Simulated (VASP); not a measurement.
# CuO (Tenorite) (Cc) in VASP: notebook, part 2 of 3

VASP 6.6.1. The steps go on from the part before.

## (3) Single point, r2SCAN

This run uses another cell than the first one, of 10.16 Å³/atom, 0.943 times its volume.

The input, POSCAR:

```
CuO
1.0
    2.3446500000     -1.7134000000      0.0000000000
    2.3446500000      1.7134000000      0.0000000000
   -0.8605543552      0.0000000000      5.0594363927
Cu O
2 2
Direct
    0.4968000000      0.0032000000      0.5000000000
    0.0032000000      0.4968000000      0.0000000000
    0.4056000000      0.5714000000      0.7537000000
    0.5714000000      0.4056000000      0.2537000000
```

The input, INCAR.step1:

```
SYSTEM = CuO
PREC = Accurate ; ENCUT = 520
ISMEAR = -1 ; SIGMA = 0.05
LREAL = .FALSE. ; LASPH = .TRUE.
NELM = 80 ; NBANDS = 25
GGA = PE ; ALGO = Normal
EDIFF = 1E-4 ; LWAVE = .TRUE.
LCHARG = .FALSE.
```

The input, INCAR.step2:

```
SYSTEM = CuO
PREC = Accurate ; ENCUT = 520
EDIFF = 1E-6 ; ISMEAR = -1
SIGMA = 0.05 ; LREAL = .FALSE.
LASPH = .TRUE. ; NELM = 80
ALGO = Normal ; ISIF = 2
LWAVE = .FALSE. ; LCHARG = .FALSE.
METAGGA = R2SCAN ; LMIXTAU = .TRUE.
NBANDS = 25 ; ISTART = 1
```

The input, KPOINTS:

```
regular mesh
0
G
  10 10 5
  0 0 0
```

Potentials or basis: VASP PAW PBE potentials, release 64 (Cu, O).

Command:

```
$ cat potpaw_PBE.64/Cu/POTCAR potpaw_PBE.64/O/POTCAR > POTCAR
$ cp INCAR.step1 INCAR
$ mpirun -np 1 vasp_std > vasp.out
$ cp INCAR.step2 INCAR
$ mpirun -np 1 vasp_std > vasp.out
```

OUTCAR:

```text
SYSTEM = CuO
   PREC = Accurate
   ENCUT = 520
   EDIFF = 1E-6
   ISMEAR = -1
   LREAL = .FALSE.
   LASPH = .TRUE.
   NELM = 80
   ISIF = 2
   METAGGA = R2SCAN
   ISTART = 1

 ion  position               nearest neighbor table
   1  0.497  0.003  0.500-   4 1.91   3 1.93   4 1.98   3 2.02
   2  0.003  0.497  0.000-   3 1.91   4 1.93   3 1.98   4 2.02
   3  0.406  0.571  0.754-   2 1.91   1 1.93   2 1.98   1 2.02
   4  0.571  0.406  0.254-   1 1.91   2 1.93   1 1.98   2 2.02

  LATTYP: Found a base centered monoclinic cell.
 ALAT       =     4.6893000000
 B/A-ratio  =     0.7307700510
 C/A-ratio  =     1.0944277397
 COS(beta)  =    -0.1676807457

  Lattice vectors:

 A1 = (   2.3446500000,  -1.7134000000,   0.0000000000)
 A2 = (   2.3446500000,   1.7134000000,   0.0000000000)
 A3 = (  -0.8605543552,   0.0000000000,   5.0594363927)

Analysis of symmetry for initial positions (statically):
=====================================================================
 Subroutine PRICEL returns:
 Original cell was already a primitive cell.

 Routine SETGRP: Setting up the symmetry group for a
 base centered monoclinic supercell.

 Subroutine GETGRP returns: Found  2 space group operations
 (whereof  1 operations were pure point group operations)
 out of a pool of  4 trial point group operations.

The static configuration has the point symmetry C_1 .
 The point group associated with its full space group is C_1h.

Analysis of symmetry for dynamics (positions and initial velocities):
=====================================================================
 Subroutine PRICEL returns:
 Original cell was already a primitive cell.

 Routine SETGRP: Setting up the symmetry group for a
 base centered monoclinic supercell.

 Subroutine GETGRP returns: Found  2 space group operations
 (whereof  1 operations were pure point group operations)
 out of a pool of  4 trial point group operations.

The dynamic configuration has the point symmetry C_1 .
 The point group associated with its full space group is C_1h.

 Subroutine INISYM returns: Found  2 space group operations
 (whereof  1 operations are pure point group operations),
 and found     1 'primitive' translations

----------------------------------------------------------------------------------------

                                     Primitive cell

  volume of cell :      40.6508

  direct lattice vectors                    reciprocal lattice vectors
     2.344650000 -1.713400000  0.000000000     0.213251445 -0.291817439  0.036271720
     2.344650000  1.713400000  0.000000000     0.213251445  0.291817439  0.036271720
    -0.860554355  0.000000000  5.059436393     0.000000000  0.000000000  0.197650474

  length of vectors
     2.903984019  2.903984019  5.132100000     0.363248171  0.363248171  0.197650474

  position of ions in fractional coordinates (direct lattice)
     0.496800000  0.003200000  0.500000000
     0.003200000  0.496800000  0.000000000
     0.405600000  0.571400000  0.753700000
     0.571400000  0.405600000  0.253700000

  ion indices of the primitive-cell ions
   primitive index   ion index
                 1           1
                 2           2
                 3           3
                 4           4

----------------------------------------------------------------------------------------

 KPOINTS: regular mesh

Automatic generation of k-mesh.
 Grid dimensions read from file:
 generate k-points for:   10   10    5

 Generating k-lattice:

  Cartesian coordinates                     Fractional coordinates (reciprocal lattice)
     0.021325144 -0.029181744  0.003627172     0.100000000  0.000000000 -0.000000000
     0.021325144  0.029181744  0.003627172     0.000000000  0.100000000 -0.000000000
     0.000000000  0.000000000  0.039530095     0.000000000  0.000000000  0.200000000

  Length of vectors
     0.036324817  0.036324817  0.039530095

  Shift w.r.t. Gamma in fractional coordinates (k-lattice)
     0.000000000  0.000000000  0.000000000

 Subroutine IBZKPT returns following result:
 ===========================================

 Found    141 irreducible k-points:

 Following reciprocal coordinates:
            Coordinates               Weight
  0.000000  0.000000  0.000000      1.000000
  0.100000  0.000000  0.000000      4.000000
  0.200000  0.000000  0.000000      4.000000
  0.300000  0.000000  0.000000      4.000000
  0.400000 -0.000000  0.000000      4.000000
  0.500000 -0.000000 -0.000000      2.000000
[... 16 lines left out ...]
  0.300000  0.300000  0.000000      2.000000
  0.400000  0.300000 -0.000000      4.000000
 [... further k-points ...]
   k-points           NKPTS =    141   k-points in BZ     NKDIM =    141   number of bands    NBANDS=     25
   number of dos      NEDOS =    301   number of ions     NIONS =      4
   total plane-waves  NPLWV =  23040
   dimension x,y,z NGX =    24 NGY =   24 NGZ =   40
   dimension x,y,z NGXF=    48 NGYF=   48 NGZF=   80
   ions per type =               2   2
   NGX,Y,Z   is equivalent  to a cutoff of  13.74, 13.74, 12.96 a.u.
   NGXF,Y,Z  is equivalent  to a cutoff of  27.48, 27.48, 25.91 a.u.
 SYSTEM =  CuO
   PREC   = accura    normal or accurate (medium, high low for compatibility)
   ISTART =      1    job   : 0-new  1-cont  2-samecut
   ICHARG =      0    charge: 1-file 2-atom 10-const
   ISPIN  =      1    spin polarized calculation?
   LNONCOLLINEAR =      F non collinear calculations
   LSORBIT =      F    spin-orbit coupling
   LASPH  =      T    aspherical Exc in radial PAW
   ENCUT  =  520.0 eV  38.22 Ry    6.18 a.u.   5.40  5.40  9.54*2*pi/ulx,y,z
   NELM   =     80;   NELMIN=  2; NELMDL=  0     # of ELM steps
   EDIFF  = 0.1E-05   stopping-criterion for ELM
   LREAL  =      F    real-space projection
   EDIFFG = 0.1E-04   stopping-criterion for IOM
   NSW    =      0    number of steps for IOM
   IBRION =     -1    ionic relax: 0-MD 1-quasi-New 2-CG
   NFREE  =      0    steps in history (QN), initial steepest desc. (CG)
   ISIF   =      2    stress and relaxation
   ISYM   =      2    0-nonsym 1-usesym 2-fastsym
   POTIM  = 0.5000    time-step for ionic-motion
   TEBEG  =    0.0;   TEEND  =   0.0 temperature during run
   PSTRESS=    0.0 pullay stress
   NELECT =      34.0000    total number of electrons
   NUPDOWN=      -1.0000    fix difference up-down
   EMIN   =  10.00;   EMAX   =-10.00  energy-range for DOS
   EFERMI =   0.00;   METHOD = LEGACY
   ISMEAR =    -1;   SIGMA  =   0.05  broadening in eV -4-tet -1-fermi 0-gaus
   EFERMI_NEDOS =   21; number of points for ismear=-14 and -15
   IALGO  =     38    algorithm
   IMIX   =      4    mixing-type and parameters
     AMIX     =   0.40;   BMIX     =  1.00
     AMIX_MAG =   1.60;   BMIX_MAG =  1.00
  volume/ion in A,a.u.               =      10.16        68.58
  Fermi-wavevector in a.u.,A,eV,Ry     =   1.542451  2.914811 32.370388  2.379156
  Thomas-Fermi vector in A             =   2.648254
   LORBIT       =      0    0 simple, 1 ext, 2 COOP (PROOUT), +10 PAW based schemes
   METAGGA = R2SCAN    functional components
   LHFCALC =     F    Hartree Fock is set to
   AEXX    =    0.0000 exact exchange contribution
   IVDW    =     0    specifies the selected vdW correction
   LEPSILON=     F    determine dielectric tensor
   LRPA    =     F    only Hartree local field effects (RPA)
 non-spin polarized calculation
  energy-cutoff  :      520.00
  volume of cell :       40.65
 maximum number of plane-waves:      1129
 NGX is ok and might be reduce to    24
   NGX = 11   NGY = 11   NGZ = 19

 number of electron      33.9999999 magnetization

 Free energy of the ion-electron system (eV)
  ---------------------------------------------------
  ext. energy  EPLUGINS =         0.00000000
  ---------------------------------------------------
  free energy    TOTEN  =       -36.33343113 eV

  energy without entropy =      -36.31504559  energy(sigma->0) =      -36.32423836

 E-fermi :   5.4914     XC(G=0): -12.5995

 val. band max:        5.4897717353   @ k =  -0.2000   0.3000   0.4000
 cond. band min:       5.4971463756   @ k =   0.3000   0.2000   0.4000
 fundamental gap:      0.0073746403
 Fermi energy:         5.4914015225

 k-point     1 :       0.0000    0.0000    0.0000
  band No.  band energies     occupation
      1     -15.5640      2.00000
      2     -14.2943      2.00000
      3      -2.8541      2.00000
      4      -0.2525      2.00000
      5       0.1003      2.00000
      6       1.9158      2.00000
[... 17 lines left out ...]
     24      22.5709      0.00000
     25      22.9114      0.00000
[... 621 lines left out ...]
      3      -1.5381      2.00000
      4      -1.2318      2.00000
      5      -0.2834      2.00000
      6      -0.0613      2.00000
[... 17 lines left out ...]
     24      19.6190      0.00000
     25      20.6730      0.00000

 [... further k-points ...]
[... 5 lines left out ...]
  --------------------------------------------------------------------------------------
  -------------------------------------------------------------------------------------
  Total       -0.1467821      0.2187101     -0.3104888      0.0000000      0.0000000     -0.3233955
  in kB       -5.7851528      8.6200627    -12.2373551      0.0000000      0.0000000    -12.7460487
  external PRESSURE =      -3.1341484 kB  Pullay stress =       0.0000000 kB

 VOLUME and BASIS-vectors are now :
 -----------------------------------------------------------------------------
  energy-cutoff  :      520.00
  volume of cell :       40.65
      direct lattice vectors                 reciprocal lattice vectors
     2.344650000 -1.713400000  0.000000000     0.213251445 -0.291817439  0.036271720
     2.344650000  1.713400000  0.000000000     0.213251445  0.291817439  0.036271720
    -0.860554355  0.000000000  5.059436393     0.000000000  0.000000000  0.197650474

 POSITION                                       TOTAL-FORCE (eV/Angst)
 -----------------------------------------------------------------------------------
      0.74205     -0.84573      2.52972        -0.634937     -0.349315      0.249866
      1.17233      0.84573      0.00000        -0.634937      0.349315      0.249866
      1.64212      0.28408      3.81330         0.634937     -0.290116     -0.249866
      2.07240     -0.28408      1.28358         0.634937      0.290116     -0.249866
 -----------------------------------------------------------------------------------
    total drift:                               -0.014711      0.000000     -0.001844

  FREE ENERGIE OF THE ION-ELECTRON SYSTEM (eV)
  ---------------------------------------------------
  free  energy   TOTEN  =       -36.3334311254 eV

  energy  without entropy=      -36.3150455943  energy(sigma->0) =      -36.32423836
```

Run time: 4.8 min. Hardware: 1 thread of Intel Xeon 6975P-C, shared host; peak memory 0.26 GiB.

Results:

* Free energy: -36.3334 eV
* Pressure: -0.3 GPa
* Largest force: 0.767 eV/Å
* Band gap on the k mesh: zero (band 17 reaches 5.75 eV, above the bottom of band 18 at 5.16 eV)

Forces in eV/Å, atoms in the order of the input:
```
Cu  -0.635 -0.349  0.250
Cu  -0.635  0.349  0.250
O    0.635 -0.290 -0.250
O    0.635  0.290 -0.250
```

Stress tensor (GPa, compression positive):
```
-0.58  0.00 -1.27
 0.00  0.86  0.00
-1.27  0.00 -1.22
```

Caveat: the PAW data sets were made with another functional, which shifts forces and pressure a little; semilocal functionals often make such compounds metallic where correlation or magnetic order opens a gap, which also shifts bond lengths.

## (4) Single point, LDA

This run uses another cell than the first one, of 10.16 Å³/atom, 0.943 times its volume.

The input, INCAR:

```
SYSTEM = CuO
PREC = Accurate
ENCUT = 520
EDIFF = 1E-6
ISMEAR = -1
SIGMA = 0.05
LREAL = .FALSE.
LASPH = .TRUE.
NELM = 80
ALGO = Normal
ISIF = 2
LWAVE = .FALSE.
LCHARG = .FALSE.
GGA = CA
NBANDS = 25
```

KPOINTS is that of step 3.

POSCAR is that of step 3.

Potentials or basis: VASP PAW LDA potentials, release 64 (Cu, O).

Command:

```
$ cat potpaw_LDA.64/Cu/POTCAR potpaw_LDA.64/O/POTCAR > POTCAR
$ mpirun -np 1 vasp_std > vasp.out
```

Wall time 46 s (1 thread of Intel Xeon 6975P-C (Granite Rapids), shared host); peak memory 0.22 GiB.

Results (log left out):

| Quantity | Value |
| --- | --- |
| Free energy | -23.1052 eV |
| Pressure | -8.8 GPa |
| Largest force | 0.784 eV/Å |
| Band gap on the k mesh | zero (band 17 reaches 5.62 eV, above the bottom of band 18 at 5.01 eV) |

Forces in eV/Å, atoms in the order of the input:
```
Cu  -0.586 -0.306  0.221
Cu  -0.586  0.306  0.221
O    0.586 -0.470 -0.221
O    0.586  0.470 -0.221
```

Stress tensor (GPa, compression positive):
```
 -9.57   0.00  -0.34
  0.00  -5.50   0.00
 -0.34   0.00 -11.28
```

Levels at points of the mesh, in eV from the Fermi level:
| k point | band 15 | band 16 | band 17 | band 18 | band 19 | band 20 |
| --- | --- | --- | --- | --- | --- | --- |
| (0.00, 0.00, 0.00) | -2.13 | -1.62 | 0.24 | 0.92 | 1.74 | 5.99 |
| (0.50, 0.00, 0.00) | -1.46 | -1.38 | -0.04 | 0.29 | 4.80 | 6.26 |
| (0.50, 0.50, 0.00) | -1.69 | -1.20 | -0.63 | 1.07 | 3.30 | 6.93 |

Caveat: semilocal functionals often make such compounds metallic where correlation or magnetic order opens a gap, which also shifts bond lengths.

(Part 2 of 3 ends here.)
